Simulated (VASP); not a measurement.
A run of VASP 6.6.1 is set up as follows.

The input INCAR:

```
SYSTEM = Se
PREC = Accurate ; ENCUT = 600
EDIFF = 1E-6 ; ISMEAR = -1
SIGMA = 0.1 ; LREAL = .False.
LASPH = .True. ; NELM = 60
ALGO = Normal ; ISIF = 4
LWAVE = .False. ; LCHARG = .False.
GGA = PS ; IBRION = 2
NSW = 50 ; EDIFFG = -0.005
```

KPOINTS

```
regular mesh
0
Gamma
  14 14 8
  0 0 0
```

File POSCAR:

```
Se
1.0
    3.2510399335      0.0000000000      0.0000000000
   -1.6255199667      2.8154831711      0.0000000000
    0.0000000000      0.0000000000      3.4848622865
Se
2
Direct
    0.3333333333      0.6666666667      0.2500000000
    0.6666666667      0.3333333333      0.7500000000
```

Potentials or basis: VASP PAW PBE potentials, release 64 (Se).

Command:

```sh
$ cat potpaw_PBE.64/Se/POTCAR > POTCAR
$ mpirun -np 1 vasp_std > vasp.out
```

(1) Estimate the band gap on the k mesh.

Results:

(1) zero (bands 6 and 7 overlap by 4.47 eV).
